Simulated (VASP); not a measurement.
# MnTlF3 (Pm-3m) in VASP: single point with LDA

Aim: the single point of MnTlF3 with LDA.

All numbers are computed with VASP 6.6.1; they aren't measurements. Logs are shortened: lines on timing, memory, paths and dates and some standing lists are left out, and cuts for length are marked.

### 1 The cell of the first run

It takes space group Pm-3m (No. 221, cubic). Conventional cell: a = 4.283 Å, b = 4.283 Å, c = 4.283 Å, α = 90.00°, β = 90.00°, γ = 90.00°. Within 2.8 Å of Mn (site symmetry m-3m) lie 6 F at 2.14 Å. F (site symmetry 4/mmm) has 2 Mn at 2.14 Å within 2.8 Å. Within 4.0 Å of Tl (site symmetry m-3m) lie 12 F at 3.03 Å and 8 Mn at 3.71 Å.

### 2 Single point, LDA, collinear spin, ferromagnetic start

INCAR reads:

```
PREC     = Accurate       # precision mode
ENCUT    = 520            # plane-wave cutoff, eV
EDIFF    = 1E-7           # SCF threshold, eV
ISMEAR   = -1             # smearing method
SIGMA    = 0.1            # smearing width, eV
LREAL    = False          # projectors in reciprocal space
LASPH    = True           # aspherical terms in the spheres
NELM     = 150            # most SCF steps
ALGO     = Normal         # electronic algorithm
ISIF     = 2              # what is computed and relaxed
LWAVE    = False          # write WAVECAR
LCHARG   = True           # write CHGCAR
ISPIN    = 2              # spin polarisation
MAGMOM   = 5 0 0 0 0      # initial moments
LORBIT   = 11             # projections on sites
LMAXMIX  = 4              # l up to which the mixer works
LELF     = True           # ELF
LVHAR    = True         
NBANDS   = 36             # bands
```

KPOINTS reads:

```
regular mesh
0
Gamma
  6 6 6
```

POSCAR reads:

```
MnTlF3
1.0
    4.2832282900      0.0000000000      0.0000000000
    0.0000000000      4.2832282900      0.0000000000
    0.0000000000      0.0000000000      4.2832282900
Mn F Tl
1 3 1
Direct
    0.0000000000      0.0000000000      0.0000000000
    0.5000000000      0.0000000000      0.0000000000
    0.0000000000      0.5000000000      0.0000000000
    0.0000000000      0.0000000000      0.5000000000
    0.5000000000      0.5000000000      0.5000000000
```

Potentials or basis: VASP PAW LDA potentials, release 64 (Mn_pv, F, Tl_d).

Command:

```
cat potpaw_LDA.64/Mn_pv/POTCAR potpaw_LDA.64/F/POTCAR potpaw_LDA.64/Tl_d/POTCAR > POTCAR
mpirun -np 1 vasp_std > vasp.out
```

OUTCAR:

```text
PREC = Accurate
   ENCUT = 520
   EDIFF = 1E-7
   ISMEAR = -1
   LREAL = False
   LASPH = True
   NELM = 150
   ISIF = 2
   ISPIN = 2
   LORBIT = 11

 ion  position               nearest neighbor table
   1  0.000  0.000  0.000-   2 2.14   3 2.14   4 2.14   4 2.14   3 2.14   2 2.14
   2  0.500  0.000  0.000-   1 2.14   1 2.14
   3  0.000  0.500  0.000-   1 2.14   1 2.14
   4  0.000  0.000  0.500-   1 2.14   1 2.14
   5  0.500  0.500  0.500-

  LATTYP: Found a simple cubic cell.
 ALAT       =     4.2832282900

  Lattice vectors:

 A1 = (   4.2832282900,   0.0000000000,   0.0000000000)
 A2 = (   0.0000000000,   4.2832282900,   0.0000000000)
 A3 = (   0.0000000000,   0.0000000000,   4.2832282900)

Analysis of symmetry for initial positions (statically):
=====================================================================
 Subroutine PRICEL returns:
 Original cell was already a primitive cell.

 Routine SETGRP: Setting up the symmetry group for a
 simple cubic supercell.

 Subroutine GETGRP returns: Found 48 space group operations
 (whereof 48 operations were pure point group operations)
 out of a pool of 48 trial point group operations.

The static configuration has the point symmetry O_h .

Analysis of symmetry for dynamics (positions and initial velocities):
=====================================================================
 Subroutine PRICEL returns:
 Original cell was already a primitive cell.

 Routine SETGRP: Setting up the symmetry group for a
 simple cubic supercell.

 Subroutine GETGRP returns: Found 48 space group operations
 (whereof 48 operations were pure point group operations)
 out of a pool of 48 trial point group operations.

The dynamic configuration has the point symmetry O_h .

Analysis of structural, dynamic, and magnetic symmetry:
=====================================================================
 Subroutine PRICEL returns:
 Original cell was already a primitive cell.

 Routine SETGRP: Setting up the symmetry group for a
 simple cubic supercell.

 Subroutine GETGRP returns: Found 48 space group operations
 (whereof 48 operations were pure point group operations)
 out of a pool of 48 trial point group operations.

The overall configuration has the point symmetry O_h .

 Subroutine INISYM returns: Found 48 space group operations
 (whereof 48 operations are pure point group operations),
 and found     1 'primitive' translations

----------------------------------------------------------------------------------------

                                     Primitive cell

  volume of cell :      78.5803

  direct lattice vectors                    reciprocal lattice vectors
     4.283228290  0.000000000  0.000000000     0.233468761  0.000000000  0.000000000
     0.000000000  4.283228290  0.000000000     0.000000000  0.233468761  0.000000000
     0.000000000  0.000000000  4.283228290     0.000000000  0.000000000  0.233468761

  length of vectors
     4.283228290  4.283228290  4.283228290     0.233468761  0.233468761  0.233468761

  position of ions in fractional coordinates (direct lattice)
     0.000000000  0.000000000  0.000000000
     0.500000000  0.000000000  0.000000000
     0.000000000  0.500000000  0.000000000
     0.000000000  0.000000000  0.500000000
     0.500000000  0.500000000  0.500000000

  ion indices of the primitive-cell ions
   primitive index   ion index
                 1           1
                 2           2
                 3           3
                 4           4
                 5           5

----------------------------------------------------------------------------------------

 KPOINTS: regular mesh

Automatic generation of k-mesh.
 Grid dimensions read from file:
 generate k-points for:    6    6    6

 Generating k-lattice:

  Cartesian coordinates                     Fractional coordinates (reciprocal lattice)
     0.038911460  0.000000000  0.000000000     0.166666667  0.000000000  0.000000000
     0.000000000  0.038911460  0.000000000     0.000000000  0.166666667  0.000000000
     0.000000000  0.000000000  0.038911460     0.000000000  0.000000000  0.166666667

  Length of vectors
     0.038911460  0.038911460  0.038911460

  Shift w.r.t. Gamma in fractional coordinates (k-lattice)
     0.000000000  0.000000000  0.000000000

 Subroutine IBZKPT returns following result:
 ===========================================

 Found     20 irreducible k-points:

 Following reciprocal coordinates:
            Coordinates               Weight
  0.000000  0.000000  0.000000      1.000000
  0.166667  0.000000  0.000000      6.000000
  0.333333  0.000000  0.000000      6.000000
  0.500000  0.000000  0.000000      3.000000
  0.166667  0.166667  0.000000     12.000000
  0.333333  0.166667  0.000000     24.000000
[... 12 lines left out ...]
  0.500000  0.500000  0.333333      6.000000
  0.500000  0.500000  0.500000      1.000000
   k-points           NKPTS =     20   k-points in BZ     NKDIM =     20   number of bands    NBANDS=     36
   number of dos      NEDOS =    301   number of ions     NIONS =      5
   total plane-waves  NPLWV =  32768
   dimension x,y,z NGX =    32 NGY =   32 NGZ =   32
   dimension x,y,z NGXF=    64 NGYF=   64 NGZF=   64
   ions per type =               1   3   1
   NGX,Y,Z   is equivalent  to a cutoff of  12.42, 12.42, 12.42 a.u.
   NGXF,Y,Z  is equivalent  to a cutoff of  24.84, 24.84, 24.84 a.u.
 SYSTEM =  unknown system
   PREC   = accura    normal or accurate (medium, high low for compatibility)
   ISTART =      0    job   : 0-new  1-cont  2-samecut
   ICHARG =      2    charge: 1-file 2-atom 10-const
   ISPIN  =      2    spin polarized calculation?
   LNONCOLLINEAR =      F non collinear calculations
   LSORBIT =      F    spin-orbit coupling
   LASPH  =      T    aspherical Exc in radial PAW
   ENCUT  =  520.0 eV  38.22 Ry    6.18 a.u.   7.96  7.96  7.96*2*pi/ulx,y,z
   NELM   =    150;   NELMIN=  2; NELMDL= -5     # of ELM steps
   EDIFF  = 0.1E-06   stopping-criterion for ELM
   LREAL  =      F    real-space projection
   EDIFFG = 0.1E-05   stopping-criterion for IOM
   NSW    =      0    number of steps for IOM
   IBRION =     -1    ionic relax: 0-MD 1-quasi-New 2-CG
   NFREE  =      0    steps in history (QN), initial steepest desc. (CG)
   ISIF   =      2    stress and relaxation
   ISYM   =      2    0-nonsym 1-usesym 2-fastsym
   POTIM  = 0.5000    time-step for ionic-motion
   TEBEG  =    0.0;   TEEND  =   0.0 temperature during run
   PSTRESS=    0.0 pullay stress
   NELECT =      47.0000    total number of electrons
   NUPDOWN=      -1.0000    fix difference up-down
   EMIN   =  10.00;   EMAX   =-10.00  energy-range for DOS
   EFERMI =   0.00;   METHOD = LEGACY
   ISMEAR =    -1;   SIGMA  =   0.10  broadening in eV -4-tet -1-fermi 0-gaus
   EFERMI_NEDOS =   21; number of points for ismear=-14 and -15
   IALGO  =     38    algorithm
   IMIX   =      4    mixing-type and parameters
     AMIX     =   0.40;   BMIX     =  1.00
     AMIX_MAG =   1.60;   BMIX_MAG =  1.00
  volume/ion in A,a.u.               =      15.72       106.06
  Fermi-wavevector in a.u.,A,eV,Ry     =   1.379334  2.606564 25.885946  1.902563
  Thomas-Fermi vector in A             =   2.504313
   LORBIT       =     11    0 simple, 1 ext, 2 COOP (PROOUT), +10 PAW based schemes
   GGA     = CA    functional components
   LHFCALC =     F    Hartree Fock is set to
   AEXX    =    0.0000 exact exchange contribution
   IVDW    =     0    specifies the selected vdW correction
   LEPSILON=     F    determine dielectric tensor
   LRPA    =     F    only Hartree local field effects (RPA)
 spin polarized calculation
  energy-cutoff  :      520.00
  volume of cell :       78.58
 maximum number of plane-waves:      2176
 NGX is ok and might be reduce to    32
   NGX = 15   NGY = 15   NGZ = 15

 number of electron      47.0000003 magnetization       4.9987807

 Free energy of the ion-electron system (eV)
  ---------------------------------------------------
  ext. energy  EPLUGINS =         0.00000000
  ---------------------------------------------------
  free energy    TOTEN  =       -29.54628351 eV

  energy without entropy =      -29.54547503  energy(sigma->0) =      -29.54587927

 E-fermi :   4.4376     XC(G=0): -10.4892

 val. band max:        3.9314968064   @ k =   0.5000   0.5000   0.5000
 cond. band min:       4.7799824979   @ k =   0.5000   0.0000   0.0000
 fundamental gap:      0.8484856915
 Fermi energy:         4.4375785721

 spin component 1

 k-point     1 :       0.0000    0.0000    0.0000
  band No.  band energies     occupation
      1     -45.7925      1.00000
      2     -45.7925      1.00000
      3     -45.7925      1.00000
      4     -19.8192      1.00000
      5     -19.3897      1.00000
      6     -19.3897      1.00000
[... 27 lines left out ...]
     34      16.3801      0.00000
     35      16.3803      0.00000

 k-point     2 :       0.1667    0.0000    0.0000
  band No.  band energies     occupation
      1     -45.7930      1.00000
      2     -45.7925      1.00000
      3     -45.7925      1.00000
      4     -19.7873      1.00000
      5     -19.4012      1.00000
      6     -19.3881      1.00000
[... 27 lines left out ...]
     34      15.0022      0.00000
     35      15.2582      0.00000
[... 644 lines left out ...]
     34      18.1530      0.00000
     35      18.8174      0.00000

 k-point    20 :       0.5000    0.5000    0.5000
  band No.  band energies     occupation
      1     -45.7943      1.00000
      2     -45.7943      1.00000
      3     -45.7943      1.00000
      4     -19.4452      1.00000
      5     -19.4452      1.00000
      6     -19.4452      1.00000
[... 27 lines left out ...]
     34      20.3568      0.00000
     35      20.3568      0.00000
 Fermi energy:         4.4375785721

 spin component 2

 k-point     1 :       0.0000    0.0000    0.0000
  band No.  band energies     occupation
      1     -41.2765      1.00000
      2     -41.2765      1.00000
      3     -41.2765      1.00000
      4     -19.6538      1.00000
      5     -19.2310      1.00000
      6     -19.2310      1.00000
[... 27 lines left out ...]
     34      17.0361      0.00000
     35      17.0381      0.00000

 k-point     2 :       0.1667    0.0000    0.0000
  band No.  band energies     occupation
      1     -41.2773      1.00000
      2     -41.2765      1.00000
      3     -41.2765      1.00000
      4     -19.6223      1.00000
      5     -19.2424      1.00000
      6     -19.2294      1.00000
[... 27 lines left out ...]
     34      15.6511      0.00000
     35      15.8667      0.00000
[... 644 lines left out ...]
     34      18.2085      0.00000
     35      19.0052      0.00000

 k-point    20 :       0.5000    0.5000    0.5000
  band No.  band energies     occupation
      1     -41.2797      1.00000
      2     -41.2797      1.00000
      3     -41.2797      1.00000
      4     -19.2859      1.00000
      5     -19.2859      1.00000
      6     -19.2859      1.00000
[... 27 lines left out ...]
     34      20.3928      0.00000
     35      20.3928      0.00000
 [bands above 35 left out]

------------------------ aborting loop because EDIFF is reached ----------------------------------------

  FORCE on cell =-STRESS in cart. coord.  units (eV):
  Direction    XX          YY          ZZ          XY          YZ          ZX
  --------------------------------------------------------------------------------------
  -------------------------------------------------------------------------------------
  Total       -3.4222280     -3.4222280     -3.4222280      0.0000000     -0.0000000      0.0000000
  in kB      -69.7759664    -69.7759664    -69.7759664      0.0000000     -0.0000000      0.0000000
  external PRESSURE =     -69.7759664 kB  Pullay stress =       0.0000000 kB

 VOLUME and BASIS-vectors are now :
 -----------------------------------------------------------------------------
  energy-cutoff  :      520.00
  volume of cell :       78.58
      direct lattice vectors                 reciprocal lattice vectors
     4.283228290  0.000000000  0.000000000     0.233468761  0.000000000  0.000000000
     0.000000000  4.283228290  0.000000000     0.000000000  0.233468761  0.000000000
     0.000000000  0.000000000  4.283228290     0.000000000  0.000000000  0.233468761

 POSITION                                       TOTAL-FORCE (eV/Angst)
 -----------------------------------------------------------------------------------
      0.00000      0.00000      0.00000         0.000000      0.000000      0.000000
      2.14161      0.00000      0.00000         0.000000      0.000000      0.000000
      0.00000      2.14161      0.00000         0.000000      0.000000      0.000000
      0.00000      0.00000      2.14161         0.000000      0.000000      0.000000
      2.14161      2.14161      2.14161         0.000000      0.000000      0.000000
 -----------------------------------------------------------------------------------
    total drift:                                0.000000      0.000000     -0.000000

  FREE ENERGIE OF THE ION-ELECTRON SYSTEM (eV)
  ---------------------------------------------------
  free  energy   TOTEN  =       -29.5462835092 eV

  energy  without entropy=      -29.5454750312  energy(sigma->0) =      -29.54587927

 total charge

# of ion       s       p       d       tot
------------------------------------------
    1        0.171   6.145   4.936  11.251
    2        1.728   4.307   0.000   6.036
    3        1.728   4.307   0.000   6.036
    4        1.728   4.307   0.000   6.036
    5        1.317   0.083   9.666  11.067
--------------------------------------------------
tot          6.673  19.150  14.601  40.425

 magnetization (x)

# of ion       s       p       d       tot
------------------------------------------
    1        0.023   0.019   4.492   4.534
    2        0.006   0.063   0.000   0.069
    3        0.006   0.063   0.000   0.069
    4        0.006   0.063   0.000   0.069
    5       -0.001   0.001   0.000   0.000
--------------------------------------------------
tot          0.041   0.208   4.492   4.741
```

Run time: 2.1 min. Hardware: 1 thread of AMD EPYC 7R43 (Zen 3), shared host; peak memory 0.18 GiB.

Results:

* Free energy: -29.5463 eV
* Pressure: -7.0 GPa
* Band gap on the k mesh: 0.85 eV (least direct gap 1.74 eV)
* Net moment: 5.00 μB per cell
* Site moments: Mn +4.53; F +0.07; Tl +0.00 μB
* Valence electrons inside the program's atomic spheres: Mn 11.25; F 6.04; Tl 11.07

Caveat: the cell stands under tension; spin-orbit coupling is left out, which moves the levels of the heavy elements; a cell with one magnetic atom can't hold antiferromagnetic order, which such compounds often take. A k mesh can miss the band edges.
